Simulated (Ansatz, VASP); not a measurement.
# WSe2: VASP beside Ansatz

Contents of INCAR:

```
PREC = Accurate
ENCUT = 520
EDIFF = 1E-7
ISMEAR = 0
SIGMA = 0.02
LREAL = F
LASPH = T
NELM = 60
ALGO = Normal
ISIF = 2
LWAVE = F
LCHARG = F
LDIPOL = T
IDIPOL = 3
DIPOL = 0.5 0.5 0.500
GGA = PE
IVDW = 12
NBANDS = 20
```

File KPOINTS:

```
regular mesh
0
Gamma
  9 9 1
```

The input POSCAR:

```
WSe2
1.0
    3.3730000000      0.0000000000      0.0000000000
   -1.6865000000      2.9211036870      0.0000000000
    0.0000000000      0.0000000000     32.7373831004
Se W
2 1
Direct
    0.3333333333      0.6666666667      0.4503167374
    0.3333333333      0.6666666667      0.5496832626
    0.6666666667      0.3333333333      0.5000000000
```

Input for Ansatz:

```yaml
crystal:
  lattice:
    - [3.373, 0.0, 0.0]
    - [-1.6865, 2.921103687, 0.0]
    - [0.0, 0.0, 32.7373831004]
  atoms:
    - { symbol: Se, position: [0.3333333333, 0.6666666667, 0.4503167374] }
    - { symbol: W, position: [0.6666666667, 0.3333333333, 0.5] }
    - { symbol: Se, position: [0.3333333333, 0.6666666667, 0.5496832626] }
  periodic: [true, true, false]
basis:
  ecutwfc: 420
kpoints:
  mp_grid: { grid: [9, 9, 1] }
hamiltonian:
  xc: pbe
  pseudopotentials: { kind: paw, azcp: { folder: soft_1 } }
  dispersion: d3bj
scf:
  occupations: { method: gaussian, width: 0.02 }
output:
  forces: true
  stress: true
  eigenvalues: true
```

Alike in both runs: task single point; functional PBE; dispersion D3(BJ); k mesh 9 × 9 × 1; occupations gaussian, width 0.02 eV; no spin polarisation.

|  | VASP | Ansatz |
| --- | --- | --- |
| version | VASP 6.6.1 | Ansatz 0.2.0 |
| potentials or method | VASP PAW PBE potentials, release 64 (Se, W_sv), cutoff 520 eV | scalar-relativistic, plane waves, PAW |
| valence electrons in the cell | 26 | 46 |

|  | VASP | Ansatz | Ansatz less VASP |
| --- | --- | --- | --- |
| gap on the k mesh at the Fermi level (eV) | 1.30 | 1.31 | +0.003 |
| least direct gap on the mesh (eV) | 1.30 | 1.31 | +0.003 |
| rms of the force components (eV/Å) | 0.243 | 0.220 | -0.0225 |

VASP's potentials hold 26 valence electrons a cell and Ansatz's 46, so a difference there can come from the potentials and not from the codes.

Neither program's run includes spin-orbit coupling.
